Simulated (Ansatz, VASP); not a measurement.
# Al2Ru: VASP beside Ansatz

```
Al Ru
1.0
     3.02772    0.00000    0.00000
     0.00000    3.02772    0.00000
     0.00000    0.00000    8.17041
Al Ru
4 2
Direct
  0.50000 0.50000 0.16075
  0.00000 0.00000 0.33925
  0.00000 0.00000 0.66075
  0.50000 0.50000 0.83925
  0.00000 0.00000 0.00000
  0.50000 0.50000 0.50000
```

Change from the starting cell: equal strain along all axes, cell held, atoms relaxed: -3.0 %.

Alike in both runs: functional PBEsol; k mesh 12 × 12 × 4; occupations gaussian, width 0.1 eV; no spin polarisation.

Ansatz relaxed the structure, and its values are those at the end. VASP's run is a single point on that final structure, the one shown.

|  | VASP | Ansatz |
| --- | --- | --- |
| version | VASP 6.6.1 | Ansatz 0.2.0 |
| potentials or method | VASP PAW PBE potentials, release 64 (Al, Ru_pv), cutoff 520 eV | scalar-relativistic, plane waves, PAW |
| valence electrons in the cell | 40 | 44 |

VASP gave:

```
gap on the k mesh at the Fermi level (eV) : none
pressure (GPa)                            : 20.0
```

Estimate Ansatz's values.

gap on the k mesh at the Fermi level (eV): none; pressure (GPa): 19.9.

VASP's potentials were made for PBE, not for PBEsol. A gap of «none» marks a metal or a gap that the smearing closes. VASP's potentials hold 40 valence electrons a cell and Ansatz's 44, so a difference there can come from the potentials and not from the codes. Ansatz's warnings: stress scf threshold loose.
